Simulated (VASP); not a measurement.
**Zn: single point with PBEsol**

Crystal: Zn.

```xyz
1
Lattice="-2.1255 1.5726 1.5726 1.5726 -2.1255 1.5726 1.5726 1.5726 -2.1255" Properties=species:S:1:pos:R:3 pbc="T T T"
Zn    0.0000    0.0000    0.0000
```

```yaml
Program: VASP 6.6.1
Task: single point
Functional: PBEsol
Potentials_or_basis: VASP PAW PBE potentials, release 64 (Zn)
Cutoff: 520 eV
k_mesh: 22 × 22 × 22
Occupations: gaussian, width 0.15 eV
Spin: no spin polarisation
```

```json
{"Pressure": "98.8 GPa", "Band gap on the k mesh": "zero (bands 6 and 7 overlap by 8.99 eV)"}
```

Stress tensor (GPa, compression positive):
```
 98.84 101.86 101.86
101.86  98.84 101.86
101.86 101.86  98.84
```

Levels at points of the mesh, in eV from the Fermi level:
```tsv
k point	band 3	band 4	band 5	band 6	band 7	band 8	band 9	band 10
(0.00, 0.00, 0.00)	-8.73	-8.73	-6.70	-6.70	8.77	8.77	13.94	14.58
(0.50, 0.00, 0.00)	-7.79	-7.67	-6.62	1.67	6.83	12.54	14.94	17.30
(0.50, 0.50, 0.00)	-8.25	-6.70	-6.69	-4.52	-4.45	4.69	9.81	27.23
(0.50, 0.50, 0.50)	-7.67	-7.67	-6.35	4.54	9.46	9.46	12.22	12.22
```

Wall time 3.6 min on 1 thread of Intel Xeon 8259CL, on a shared host, peak memory 0.28 GiB.

Caveat: the cell stands under pressure; the PAW data sets were made with another functional, which shifts forces and pressure a little.
